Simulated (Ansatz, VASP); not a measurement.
**Two plane-wave programs on BaTiO3**

Contents of INCAR:

```
  PREC = Accurate
  ENCUT = 520
  EDIFF = 1E-6
  ISMEAR = 0
  SIGMA = 0.01
  LREAL = F
  LASPH = T
  NELM = 80
  ALGO = Normal
  ISIF = 2
  LWAVE = F
  LCHARG = F
  GGA = PS
  NBANDS = 28
```

Contents of KPOINTS:

```
Automatic mesh
0
Gamma
  4 4 4
```

Contents of POSCAR:

```
BaTiO3
1.0
    3.9855000000      0.0000000000      0.0000000000
    0.0000000000      2.8369000000      2.8451500000
    0.0000000000     -2.8369000000      2.8451500000
Ba Ti O
1 1 3
Direct
    0.0000000000      0.0000000000      0.0000000000
    0.5000000000      0.5124000000      0.5124000000
    0.0000000000      0.4874000000      0.4874000000
    0.5000000000      0.5052400000      0.9918400000
    0.5000000000      0.9918400000      0.5052400000
```

Input for Ansatz:

```yaml
crystal:
  lattice:
    - [3.9855, 0.0, 0.0]
    - [0.0, 2.8369, 2.84515]
    - [0.0, -2.8369, 2.84515]
  atoms:
    - { symbol: Ba, position: [0.0, 0.0, 0.0] }
    - { symbol: Ti, position: [0.5, 0.5124, 0.5124] }
    - { symbol: O, position: [0.0, 0.4874, 0.4874] }
    - { symbol: O, position: [0.5, 0.50524, 0.99184] }
    - { symbol: O, position: [0.5, 0.99184, 0.50524] }
basis:
  ecutwfc: 517.016338673772
kpoints:
  mp_grid:
    grid: [4, 4, 4]
    shift: [0.0, 0.0, 0.0]
hamiltonian:
  xc: pbesol
  hubbard:
    - { species: Ti, l: d, u_eff: 0.0 }
scf:
  occupations:
    method: fixed
output:
  eigenvalues: true
```

Alike in both runs: task single point; functional PBEsol; k mesh 4 × 4 × 4; no spin polarisation.

|  | VASP | Ansatz |
| --- | --- | --- |
| version | VASP 6.6.1 | Ansatz 0.2.0 |
| potentials or method | VASP PAW PBE potentials, release 64 (Ba_sv, Ti_sv, O), cutoff 520 eV | plane waves, PAW |
| occupations | gaussian, width 0.01 eV | fixed |
| valence electrons in the cell | 40 | 40 |

Ansatz gave:

- gap on the k mesh at the Fermi level (eV): 1.86

What did VASP give for the same quantities?

gap on the k mesh at the Fermi level (eV): 1.79.

VASP's potentials were made for PBE, not for PBEsol.

Neither program's run includes spin-orbit coupling.
